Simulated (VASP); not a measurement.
# Ga2O3 (P-1) in VASP: single point with PBE

Aim: the single point of Ga2O3 with PBE.

All numbers are computed with VASP 6.6.1; they aren't measurements. Logs are shortened: lines on timing, memory, paths and dates and some standing lists are left out, and cuts for length are marked.

## (1) The cell of the first run

The typed cell holds 10 atoms: a = 5.399 Å, b = 5.399 Å, c = 5.399 Å, α = 55.86°, β = 55.86°, γ = 55.86°.

## (2) Single point, PBE (atoms displaced along a vibrational mode)

Input file INCAR:

```
PREC = Accurate
ENCUT = 520
EDIFF = 1E-6
ISMEAR = 0
SIGMA = 0.05
LREAL = F
LASPH = T
NELM = 80
ALGO = Normal
ISIF = 2
LWAVE = F
LCHARG = F
GGA = PE
NBANDS = 55
```

Input file KPOINTS:

```
regular mesh
0
Gamma
  6 6 6
```

Input file POSCAR:

```
Ga2O3
1.0
    2.5287245560      1.4599598031      4.5410352138
   -2.5287245560      1.4599598031      4.5410352138
    0.0000000000     -2.9199196063      4.5410352138
Ga O
4 6
Direct
    0.3428444137      0.3561817734      0.3685800746
    0.1485859327      0.1296250034      0.1541828022
    0.6571555863      0.6438182266      0.6314199254
    0.8514140673      0.8703749966      0.8458171978
    0.5450144638      0.9429428660      0.2482514023
    0.2506583033      0.5694873307      0.9350464333
    0.9624907011      0.2510902944      0.5450182051
    0.4549855362      0.0570571340      0.7517485977
    0.7493416967      0.4305126693      0.0649535667
    0.0375092989      0.7489097056      0.4549817949
```

Potentials or basis: VASP PAW PBE potentials, release 64 (Ga_d, O).

The run is started by

```
cat potpaw_PBE.64/Ga_d/POTCAR potpaw_PBE.64/O/POTCAR > POTCAR
mpirun -np 1 vasp_std > vasp.out
```

OUTCAR:

```text
PREC = Accurate
   ENCUT = 520
   EDIFF = 1E-6
   ISMEAR = 0
   LREAL = F
   LASPH = T
   NELM = 80
   ISIF = 2
   GGA = PE

 ion  position               nearest neighbor table
   1  0.343  0.356  0.369-  10 1.94   8 1.95   9 1.97   7 1.99   5 2.17   6 2.17   3 2.87   2 2.89

   2  0.149  0.130  0.154-  10 1.94   8 1.95   9 1.97   5 2.02   7 2.08   6 2.22   1 2.89   4 2.90

   3  0.657  0.644  0.631-   7 1.94   5 1.95   6 1.97  10 1.99   8 2.17   9 2.17   1 2.87   4 2.89

   4  0.851  0.870  0.846-   7 1.94   5 1.95   6 1.97   8 2.02  10 2.08   9 2.22   3 2.89   2 2.90

   5  0.545  0.943  0.248-   4 1.95   3 1.95   2 2.02   1 2.17
   6  0.251  0.569  0.935-   4 1.97   3 1.97   1 2.17   2 2.22
   7  0.962  0.251  0.545-   3 1.94   4 1.94   1 1.99   2 2.08
   8  0.455  0.057  0.752-   2 1.95   1 1.95   4 2.02   3 2.17
   9  0.749  0.431  0.065-   2 1.97   1 1.97   3 2.17   4 2.22
  10  0.038  0.749  0.455-   1 1.94   2 1.94   3 1.99   4 2.08

  LATTYP: Found a trigonal (rhomboedric) cell.
 ALAT       =     5.3987898014
 COS(alpha) =     0.5612266821

  Lattice vectors:

 A1 = (   2.5287245560,   1.4599598031,   4.5410352138)
 A2 = (  -2.5287245560,   1.4599598031,   4.5410352138)
 A3 = (   0.0000000000,  -2.9199196063,   4.5410352138)

Analysis of symmetry for initial positions (statically):
=====================================================================
 Subroutine PRICEL returns:
 Original cell was already a primitive cell.

 Routine SETGRP: Setting up the symmetry group for a
 trigonal (rhombohedral) supercell.

 Subroutine GETGRP returns: Found  2 space group operations
 (whereof  2 operations were pure point group operations)
 out of a pool of 12 trial point group operations.

The static configuration has the point symmetry S_2 .

Analysis of symmetry for dynamics (positions and initial velocities):
=====================================================================
 Subroutine PRICEL returns:
 Original cell was already a primitive cell.

 Routine SETGRP: Setting up the symmetry group for a
 trigonal (rhombohedral) supercell.

 Subroutine GETGRP returns: Found  2 space group operations
 (whereof  2 operations were pure point group operations)
 out of a pool of 12 trial point group operations.

The dynamic configuration has the point symmetry S_2 .

 Subroutine INISYM returns: Found  2 space group operations
 (whereof  2 operations are pure point group operations),
 and found     1 'primitive' translations
[... 118 lines left out ...]
   ISYM   =      2    0-nonsym 1-usesym 2-fastsym
   POTIM  = 0.5000    time-step for ionic-motion
   TEBEG  =    0.0;   TEEND  =   0.0 temperature during run
   PSTRESS=    0.0 pullay stress
   NELECT =      88.0000    total number of electrons
   NUPDOWN=      -1.0000    fix difference up-down
   EMIN   =  10.00;   EMAX   =-10.00  energy-range for DOS
   EFERMI =   0.00;   METHOD = LEGACY
   ISMEAR =     0;   SIGMA  =   0.05  broadening in eV -4-tet -1-fermi 0-gaus
   EFERMI_NEDOS =   21; number of points for ismear=-14 and -15
   IALGO  =     38    algorithm
   IMIX   =      4    mixing-type and parameters
     AMIX     =   0.40;   BMIX     =  1.00
     AMIX_MAG =   1.60;   BMIX_MAG =  1.00
  volume/ion in A,a.u.               =      10.06        67.88
  Fermi-wavevector in a.u.,A,eV,Ry     =   1.565740  2.958819 33.355234  2.451541
  Thomas-Fermi vector in A             =   2.668171
   LORBIT       =      0    0 simple, 1 ext, 2 COOP (PROOUT), +10 PAW based schemes
   GGA     = PE    functional components
   LHFCALC =     F    Hartree Fock is set to
   AEXX    =    0.0000 exact exchange contribution
   IVDW    =     0    specifies the selected vdW correction
   LEPSILON=     F    determine dielectric tensor
   LRPA    =     F    only Hartree local field effects (RPA)
 non-spin polarized calculation
 Gauss-broadening in eV      SIGMA  =   0.05
  energy-cutoff  :      520.00
  volume of cell :      100.59
 maximum number of plane-waves:      2730
   NGX = 21   NGY = 21   NGZ = 21

 number of electron      88.0000010 magnetization

 Free energy of the ion-electron system (eV)
  ---------------------------------------------------
  ext. energy  EPLUGINS =         0.00000000
  ---------------------------------------------------
  free energy    TOTEN  =       -59.16654612 eV

  energy without entropy =      -59.16654612  energy(sigma->0) =      -59.16654612

 E-fermi :   4.5237     XC(G=0): -11.9606

 val. band max:        4.2619324078   @ k =   0.1667  -0.0000  -0.1667
 cond. band min:       6.4963220986   @ k =   0.0000   0.0000   0.0000
 fundamental gap:      2.2343896908
 Fermi energy:         4.5236680903

 k-point     1 :       0.0000    0.0000    0.0000
  band No.  band energies     occupation
      1     -14.6996      2.00000
      2     -13.2076      2.00000
      3     -12.9804      2.00000
      4     -12.7882      2.00000
      5     -12.3222      2.00000
      6     -12.1969      2.00000
[... 1381 lines left out ...]
     54      15.7066      0.00000
     55      16.0653      0.00000

 [... further k-points ...]

------------------------ aborting loop because EDIFF is reached ----------------------------------------

  FORCE on cell =-STRESS in cart. coord.  units (eV):
  Direction    XX          YY          ZZ          XY          YZ          ZX
  --------------------------------------------------------------------------------------
  -------------------------------------------------------------------------------------
  Total        1.1416134      1.1327262      1.4070681      0.4312740      0.1627784     -1.1441218
  in kB       18.1836507     18.0420954     22.4118219      6.8693449      2.5927398    -18.2236045
  external PRESSURE =      19.5458560 kB  Pullay stress =       0.0000000 kB

 VOLUME and BASIS-vectors are now :
 -----------------------------------------------------------------------------
  energy-cutoff  :      520.00
  volume of cell :      100.59
      direct lattice vectors                 reciprocal lattice vectors
     2.528724556  1.459959803  4.541035214     0.197728139  0.114158394  0.073404701
    -2.528724556  1.459959803  4.541035214    -0.197728139  0.114158394  0.073404701
     0.000000000 -2.919919606  4.541035214     0.000000000 -0.228316788  0.073404701

 POSITION                                       TOTAL-FORCE (eV/Angst)
 -----------------------------------------------------------------------------------
     -0.03373     -0.05567      4.84804         0.761171      1.054068      0.208224
      0.04795     -0.04402      1.96352        -0.802412      0.749696     -0.170618
      0.03373      0.05567      8.77507        -0.761171     -1.054068     -0.208224
     -0.04795      0.04402     11.65959         0.802412     -0.749696      0.170618
     -1.00625      1.44748      7.88418         0.191088      0.050938      0.313817
     -0.80623     -1.53288      7.97039         0.115381     -0.180406     -0.046132
      1.79894      0.18037      7.98586        -0.241642     -0.329763     -0.296594
      1.00625     -1.44748      5.73892        -0.191088     -0.050938     -0.313817
      0.80623      1.53288      5.65272        -0.115381      0.180406      0.046132
     -1.79894     -0.18037      5.63724         0.241642      0.329763      0.296594
 -----------------------------------------------------------------------------------
    total drift:                                0.000000     -0.000000     -0.000000

  FREE ENERGIE OF THE ION-ELECTRON SYSTEM (eV)
  ---------------------------------------------------
  free  energy   TOTEN  =       -59.1665461166 eV

  energy  without entropy=      -59.1665461166  energy(sigma->0) =      -59.16654612
```

OSZICAR:

```text
N       E                     dE             d eps       ncg     rms          rms(c)
DAV:   1     0.119601755422E+04    0.11960E+04   -0.39867E+04 14879   0.298E+03
DAV:   2     0.193525583294E+03   -0.10025E+04   -0.93997E+03 12552   0.812E+02
DAV:   3    -0.477506343759E+02   -0.24128E+03   -0.23416E+03 14015   0.258E+02
DAV:   4    -0.670953454044E+02   -0.19345E+02   -0.19120E+02 15701   0.788E+01
DAV:   5    -0.677604838009E+02   -0.66514E+00   -0.66356E+00 15704   0.150E+01    0.171E+01
DAV:   6    -0.590855889447E+02    0.86749E+01   -0.29070E+01 22165   0.587E+01    0.475E+00
DAV:   7    -0.592159778497E+02   -0.13039E+00   -0.28018E+00 13823   0.959E+00    0.326E+00
DAV:   8    -0.591896206132E+02    0.26357E-01   -0.44084E-01 17630   0.494E+00    0.110E+00
DAV:   9    -0.591651061834E+02    0.24514E-01   -0.12757E-01 19026   0.403E+00    0.155E-01
DAV:  10    -0.591663970464E+02   -0.12909E-02   -0.89913E-03 15615   0.862E-01    0.639E-02
DAV:  11    -0.591665435756E+02   -0.14653E-03   -0.17268E-03 15930   0.531E-01    0.492E-02
DAV:  12    -0.591665447264E+02   -0.11508E-05   -0.31956E-04 15576   0.208E-01    0.216E-02
DAV:  13    -0.591665459438E+02   -0.12174E-05   -0.45173E-05 16906   0.941E-02    0.107E-02
DAV:  14    -0.591665460716E+02   -0.12781E-06   -0.16915E-05 17337   0.448E-02    0.394E-03
DAV:  15    -0.591665461166E+02   -0.44969E-07   -0.30961E-06 11589   0.186E-02
   1 F= -.59166546E+02 E0= -.59166546E+02  d E =-.330706E-15
```

stdout:

```text
POSCAR found type information on POSCAR GaO
 POSCAR found :  2 types and      10 ions
 scaLAPACK will be used
 LDA part: xc-table for (Slater+PW92), standard interpolation
 POSCAR, INCAR and KPOINTS ok, starting setup
 FFT: planning ... GRIDC
 FFT: planning ... GRID_SOFT
 FFT: planning ... GRID
 WAVECAR not read
 entering main loop
```

It took 5.8 min on 1 thread of AMD EPYC 9R45 (Zen 5), shared host; peak memory 0.51 GiB.

Results:

```yaml
Free_energy: -59.1665 eV
Pressure: 2.0 GPa
Largest_force: 1.317 eV/Å
Band_gap_on_the_k_mesh: 2.23 eV (least direct gap 2.29 eV)
```

Forces in eV/Å, atoms in the order of the input:
```
Ga   0.761  1.054  0.208
Ga  -0.802  0.750 -0.171
Ga  -0.761 -1.054 -0.208
Ga   0.802 -0.750  0.171
O    0.191  0.051  0.314
O    0.115 -0.180 -0.046
O   -0.242 -0.330 -0.297
O   -0.191 -0.051 -0.314
O   -0.115  0.180  0.046
O    0.242  0.330  0.297
```

Stress tensor (GPa, compression positive):
```
 1.82  0.69 -1.82
 0.69  1.80  0.26
-1.82  0.26  2.24
```

Levels at points of the mesh, in eV from the valence-band top:
```csv
k point,band 40,band 41,band 42,band 43,band 44,band 45,band 46,band 47,band 48,band 49
"(0.00, 0.00, 0.00)",-0.59,-0.39,-0.34,-0.32,-0.05,2.23,6.21,6.40,8.31,9.37
"(0.50, 0.00, 0.00)",-1.25,-1.14,-0.99,-0.21,-0.12,5.78,5.80,6.07,6.15,9.16
"(0.00, 0.50, 0.00)",-1.25,-0.99,-0.79,-0.35,-0.23,5.82,5.88,6.28,6.45,9.41
"(0.00, 0.00, 0.50)",-1.24,-1.12,-0.97,-0.31,-0.08,5.78,5.92,6.12,6.41,9.17
"(0.50, 0.50, 0.00)",-1.00,-0.87,-0.82,-0.35,-0.26,5.99,6.18,7.03,7.09,8.27
"(0.50, 0.00, 0.50)",-1.17,-0.95,-0.80,-0.25,-0.24,5.97,6.18,6.91,7.09,8.29
"(0.00, 0.50, 0.50)",-1.03,-0.87,-0.65,-0.41,-0.23,5.91,6.23,7.04,7.33,8.32
"(0.50, 0.50, 0.50)",-1.32,-0.45,-0.43,-0.38,-0.37,5.31,5.31,7.33,7.33,8.99
```

Caveat: the cell differs from its parent crystal (atoms displaced along a vibrational mode); forces of over 1 eV/Å act on the atoms, so gaps and moduli don't describe the material at rest.
